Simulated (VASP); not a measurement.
Write the native input for VASP 6.6.1 that does the following.

- Task: relaxation of shape and atoms at fixed volume
- Functional: PBE
- Potentials or basis: VASP PAW PBE potentials, release 64 (Cu, Sn_d, O)
- Cutoff: 600 eV
- k mesh: 12 × 12 × 4
- Occupations: gaussian, width 0.1 eV
- Spin: no spin polarisation
- Dipole correction: no
- Further INCAR settings: ALGO = Normal; EDIFF = 1e-07; IBRION = 2; EDIFFG = -0.01; NSW = 50; ISIF = 4

The structure of Cu5SnO2 lies in POSCAR:

```
Cu5SnO2
1.0
    3.1496401652      0.0000000000      0.0000000000
   -1.5748200826      2.7276683959      0.0000000000
    0.0000000000      0.0000000000     13.5197414157
Cu Sn O
5 1 2
Direct
    0.6666666667      0.3333333333      0.7529191236
    0.3333333333      0.6666666667      0.2470808764
    0.6666666667      0.3333333333      0.3727081113
    0.0000000000      0.0000000000      0.5000000000
    0.3333333333      0.6666666667      0.6272918887
    0.0000000000      0.0000000000      0.0000000000
    0.6666666667      0.3333333333      0.9139546021
    0.3333333333      0.6666666667      0.0860453979
```

One way to write it, as run:

INCAR

```
ALGO = Normal
EDIFF = 1E-7
EDIFFG = -0.01
ENCUT = 600
GGA = PE
GGA_COMPAT = False
IBRION = 2
ISIF = 4
ISMEAR = 0
LASPH = True
LCHARG = False
LREAL = False
LWAVE = False
NELM = 120
NELMIN = 4
NSW = 50
PREC = Accurate
SIGMA = 0.1
```

KPOINTS

```
k-points
0
Gamma
  12 12 4
```

Potentials or basis: VASP PAW PBE potentials, release 64 (Cu, Sn_d, O).

The run is started by

```sh
$ cat potpaw_PBE.64/Cu/POTCAR potpaw_PBE.64/Sn_d/POTCAR potpaw_PBE.64/O/POTCAR > POTCAR
$ mpirun -np 1 vasp_std > vasp.out
```

It gave:

```yaml
Energy_gained_by_relaxing: 0.6 meV/atom
Ionic_steps: 9
Pressure_after_relaxing: -2.1 GPa
Largest_force_after_relaxing: 0.004 eV/Å
Band_gap_on_the_k_mesh: zero (an odd number of electrons rules out a gap without spin polarisation)
```

Caveat: spin-orbit coupling is left out, which moves the levels of the heavy elements.

Wall time 46 min on 1 thread of Intel(R) Xeon(R) Platinum 8488C (Sapphire Rapids), with other jobs on the host, peak memory 0.58 GiB.
